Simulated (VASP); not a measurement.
# AlN (I-4m2) in VASP: further runs, part 2 of 2

VASP 6.6.1. The steps go on from the part before.

## Step 3: Single point, PBE (epitaxial xy strain -1.1%)

INCAR reads:

```
PREC = Accurate ; ENCUT = 520
EDIFF = 1E-6 ; ISMEAR = -1
SIGMA = 0.02 ; LREAL = F
LASPH = T ; NELM = 80
ALGO = Normal ; ISIF = 2
LWAVE = F ; LCHARG = F
GGA = PE ; NBANDS = 11
```

KPOINTS reads:

```
Automatic mesh
0
Gamma
  10 10 10
```

POSCAR reads:

```
AlN
1.0
    0.0000000000      2.1619352184      2.2083864800
    2.1619352184      0.0000000000      2.2083864800
    2.1619352184      2.1619352184      0.0000000000
Al N
1 1
Direct
    0.0000000000      0.0000000000      0.0000000000
    0.2500000000      0.2500000000      0.2500000000
```

Potentials or basis: VASP PAW PBE potentials, release 64 (Al, N).

On the command line:

```console
$ cat potpaw_PBE.64/Al/POTCAR potpaw_PBE.64/N/POTCAR > POTCAR
$ mpirun -np 1 vasp_std > vasp.out
```

OUTCAR:

```text
PREC = Accurate
   ENCUT = 520
   EDIFF = 1E-6
   ISMEAR = -1
   LREAL = F
   LASPH = T
   NELM = 80
   ISIF = 2
   GGA = PE

 ion  position               nearest neighbor table
   1  0.000  0.000  0.000-   2 1.89   2 1.89   2 1.89   2 1.89
   2  0.250  0.250  0.250-   1 1.89   1 1.89   1 1.89   1 1.89

  LATTYP: Found a body centered tetragonal cell.
 ALAT       =     3.0574381068
 C/A-ratio  =     1.4445993036

  Lattice vectors:

 A1 = (  -2.1619352184,   0.0000000000,   2.2083864800)
 A2 = (   2.1619352184,   0.0000000000,   2.2083864800)
 A3 = (   0.0000000000,   2.1619352184,  -2.2083864800)

Analysis of symmetry for initial positions (statically):
=====================================================================
 Subroutine PRICEL returns:
 Original cell was already a primitive cell.

 Routine SETGRP: Setting up the symmetry group for a
 body centered tetragonal supercell.

 Subroutine GETGRP returns: Found  8 space group operations
 (whereof  8 operations were pure point group operations)
 out of a pool of 16 trial point group operations.

The static configuration has the point symmetry D_2d.

Analysis of symmetry for dynamics (positions and initial velocities):
=====================================================================
 Subroutine PRICEL returns:
 Original cell was already a primitive cell.

 Routine SETGRP: Setting up the symmetry group for a
 body centered tetragonal supercell.

 Subroutine GETGRP returns: Found  8 space group operations
 (whereof  8 operations were pure point group operations)
 out of a pool of 16 trial point group operations.

The dynamic configuration has the point symmetry D_2d.

 Subroutine INISYM returns: Found  8 space group operations
 (whereof  8 operations are pure point group operations),
 and found     1 'primitive' translations

----------------------------------------------------------------------------------------

                                     Primitive cell

  volume of cell :      20.6438

  direct lattice vectors                    reciprocal lattice vectors
     0.000000000  2.161935218  2.208386480    -0.231274275  0.231274275  0.226409645
     2.161935218  0.000000000  2.208386480     0.231274275 -0.231274275  0.226409645
     2.161935218  2.161935218  0.000000000     0.231274275  0.231274275 -0.226409645

  length of vectors
     3.090458661  3.090458661  3.057438107     0.397790030  0.397790030  0.397790030

  position of ions in fractional coordinates (direct lattice)
     0.000000000  0.000000000  0.000000000
     0.250000000  0.250000000  0.250000000

  ion indices of the primitive-cell ions
   primitive index   ion index
                 1           1
                 2           2

----------------------------------------------------------------------------------------

 KPOINTS: Automatic mesh

Automatic generation of k-mesh.
 Grid dimensions read from file:
 generate k-points for:   10   10   10

 Generating k-lattice:

  Cartesian coordinates                     Fractional coordinates (reciprocal lattice)
    -0.023127427  0.023127427  0.022640965     0.100000000  0.000000000  0.000000000
     0.023127427 -0.023127427  0.022640965     0.000000000  0.100000000  0.000000000
     0.023127427  0.023127427 -0.022640965     0.000000000  0.000000000  0.100000000

  Length of vectors
     0.039779003  0.039779003  0.039779003

  Shift w.r.t. Gamma in fractional coordinates (k-lattice)
     0.000000000  0.000000000  0.000000000

 Subroutine IBZKPT returns following result:
 ===========================================

 Found    102 irreducible k-points:

 Following reciprocal coordinates:
            Coordinates               Weight
  0.000000  0.000000  0.000000      1.000000
  0.100000  0.000000  0.000000      8.000000
  0.200000  0.000000  0.000000      8.000000
  0.300000  0.000000  0.000000      8.000000
  0.400000  0.000000  0.000000      8.000000
  0.500000  0.000000  0.000000      4.000000
[... 16 lines left out ...]
  0.300000  0.300000  0.000000      2.000000
  0.400000  0.300000  0.000000      8.000000
 [... further k-points ...]
   k-points           NKPTS =    102   k-points in BZ     NKDIM =    102   number of bands    NBANDS=     11
   number of dos      NEDOS =    301   number of ions     NIONS =      2
   total plane-waves  NPLWV =  13824
   dimension x,y,z NGX =    24 NGY =   24 NGZ =   24
   dimension x,y,z NGXF=    48 NGYF=   48 NGZF=   48
   ions per type =               1   1
   NGX,Y,Z   is equivalent  to a cutoff of  12.91, 12.91, 13.05 a.u.
   NGXF,Y,Z  is equivalent  to a cutoff of  25.82, 25.82, 26.10 a.u.
 SYSTEM =  unknown system
   PREC   = accura    normal or accurate (medium, high low for compatibility)
   ISTART =      0    job   : 0-new  1-cont  2-samecut
   ICHARG =      2    charge: 1-file 2-atom 10-const
   ISPIN  =      1    spin polarized calculation?
   LNONCOLLINEAR =      F non collinear calculations
   LSORBIT =      F    spin-orbit coupling
   LASPH  =      T    aspherical Exc in radial PAW
   ENCUT  =  520.0 eV  38.22 Ry    6.18 a.u.   5.75  5.75  5.68*2*pi/ulx,y,z
   NELM   =     80;   NELMIN=  2; NELMDL= -5     # of ELM steps
   EDIFF  = 0.1E-05   stopping-criterion for ELM
   LREAL  =      F    real-space projection
   EDIFFG = 0.1E-04   stopping-criterion for IOM
   NSW    =      0    number of steps for IOM
   IBRION =     -1    ionic relax: 0-MD 1-quasi-New 2-CG
   NFREE  =      0    steps in history (QN), initial steepest desc. (CG)
   ISIF   =      2    stress and relaxation
   ISYM   =      2    0-nonsym 1-usesym 2-fastsym
   POTIM  = 0.5000    time-step for ionic-motion
   TEBEG  =    0.0;   TEEND  =   0.0 temperature during run
   PSTRESS=    0.0 pullay stress
   NELECT =       8.0000    total number of electrons
   NUPDOWN=      -1.0000    fix difference up-down
   EMIN   =  10.00;   EMAX   =-10.00  energy-range for DOS
   EFERMI =   0.00;   METHOD = LEGACY
   ISMEAR =    -1;   SIGMA  =   0.02  broadening in eV -4-tet -1-fermi 0-gaus
   EFERMI_NEDOS =   21; number of points for ismear=-14 and -15
   IALGO  =     38    algorithm
   IMIX   =      4    mixing-type and parameters
     AMIX     =   0.40;   BMIX     =  1.00
     AMIX_MAG =   1.60;   BMIX_MAG =  1.00
  volume/ion in A,a.u.               =      10.32        69.66
  Fermi-wavevector in a.u.,A,eV,Ry     =   1.193552  2.255486 19.382403  1.424566
  Thomas-Fermi vector in A             =   2.329564
   LORBIT       =      0    0 simple, 1 ext, 2 COOP (PROOUT), +10 PAW based schemes
   GGA     = PE    functional components
   LHFCALC =     F    Hartree Fock is set to
   AEXX    =    0.0000 exact exchange contribution
   IVDW    =     0    specifies the selected vdW correction
   LEPSILON=     F    determine dielectric tensor
   LRPA    =     F    only Hartree local field effects (RPA)
 non-spin polarized calculation
  energy-cutoff  :      520.00
  volume of cell :       20.64
 maximum number of plane-waves:       568
   NGX = 11   NGY = 11   NGZ = 11

 number of electron       8.0000000 magnetization

 Free energy of the ion-electron system (eV)
  ---------------------------------------------------
  ext. energy  EPLUGINS =         0.00000000
  ---------------------------------------------------
  free energy    TOTEN  =       -14.83105828 eV

  energy without entropy =      -14.83105828  energy(sigma->0) =      -14.83105828

 E-fermi :   6.5502     XC(G=0): -10.9743

 val. band max:        6.0901131342   @ k =   0.0000   0.0000   0.0000
 cond. band min:       9.3501906544   @ k =   0.5000   0.0000   0.5000
 fundamental gap:      3.2600775203
 Fermi energy:         6.5501889165

 k-point     1 :       0.0000    0.0000    0.0000
  band No.  band energies     occupation
      1      -8.9762      2.00000
      2       5.9972      2.00000
      3       6.0901      2.00000
      4       6.0901      2.00000
      5      10.3339      0.00000
      6      18.7040      0.00000
      7      18.7040      0.00000
      8      18.7255      0.00000
      9      23.4433      0.00000
     10      24.1704      0.00000
     11      24.7210      0.00000
[... 309 lines left out ...]
 k-point    24 :       0.4000    0.3000    0.0000
  band No.  band energies     occupation
      1      -6.9900      2.00000
      2       1.8193      2.00000
      3       4.4077      2.00000
      4       4.7522      2.00000
      5      11.0077      0.00000
      6      15.8498      0.00000
      7      18.1898      0.00000
      8      20.8769      0.00000
      9      21.3505      0.00000
     10      27.6454      0.00000
     11      29.7648      0.00000

 [... further k-points ...]
[... 5 lines left out ...]
  --------------------------------------------------------------------------------------
  -------------------------------------------------------------------------------------
  Total        0.9687577      0.9687577      0.5864347      0.0000000      0.0000000     -0.0000000
  in kB       75.1857137     75.1857137     45.5134591      0.0000000      0.0000000     -0.0000000
  external PRESSURE =      65.2949622 kB  Pullay stress =       0.0000000 kB

 VOLUME and BASIS-vectors are now :
 -----------------------------------------------------------------------------
  energy-cutoff  :      520.00
  volume of cell :       20.64
      direct lattice vectors                 reciprocal lattice vectors
     0.000000000  2.161935218  2.208386480    -0.231274275  0.231274275  0.226409645
     2.161935218  0.000000000  2.208386480     0.231274275 -0.231274275  0.226409645
     2.161935218  2.161935218  0.000000000     0.231274275  0.231274275 -0.226409645

 POSITION                                       TOTAL-FORCE (eV/Angst)
 -----------------------------------------------------------------------------------
      0.00000      0.00000      0.00000        -0.000000     -0.000000     -0.000000
      1.08097      1.08097      1.10419         0.000000      0.000000      0.000000
 -----------------------------------------------------------------------------------
    total drift:                                0.000000      0.000000      0.000000

  FREE ENERGIE OF THE ION-ELECTRON SYSTEM (eV)
  ---------------------------------------------------
  free  energy   TOTEN  =       -14.8310582838 eV

  energy  without entropy=      -14.8310582838  energy(sigma->0) =      -14.83105828
```

stdout:

```text
POSCAR found type information on POSCAR AlN
 POSCAR found :  2 types and       2 ions
 scaLAPACK will be used
 LDA part: xc-table for (Slater+PW92), standard interpolation
 POSCAR, INCAR and KPOINTS ok, starting setup
 FFT: planning ... GRIDC
 FFT: planning ... GRID_SOFT
 FFT: planning ... GRID
 WAVECAR not read
 entering main loop
```

Run time: 11 s. Hardware: 1 thread of AMD EPYC 9R45 (Zen 5), shared host; peak memory 0.12 GiB.

Results:

| Item | Value |
| --- | --- |
| Free energy | -14.8311 eV |
| Pressure | 6.5 GPa |
| Band gap on the k mesh | 3.26 eV, indirect (least direct gap 4.24 eV) |

Stress tensor (GPa, compression positive):
```
7.52 0.00 0.00
0.00 7.52 0.00
0.00 0.00 4.55
```

Levels at points of the mesh, in eV from the valence-band top:
```csv
k point,band 1,band 2,band 3,band 4,band 5,band 6,band 7,band 8
"(0.00, 0.00, 0.00)",-15.07,-0.09,0.00,0.00,4.24,12.61,12.61,12.64
"(0.50, 0.00, 0.00)",-12.99,-5.92,-0.60,-0.42,7.41,9.90,11.00,11.37
"(0.50, 0.50, 0.00)",-12.41,-5.10,-1.70,-1.70,3.36,8.86,13.80,15.93
"(0.50, 0.00, 0.50)",-12.31,-4.89,-1.88,-1.87,3.26,8.53,14.17,15.44
```

Caveat: the cell differs from its parent crystal (epitaxial xy strain -1.1%). A k mesh can miss the band edges.
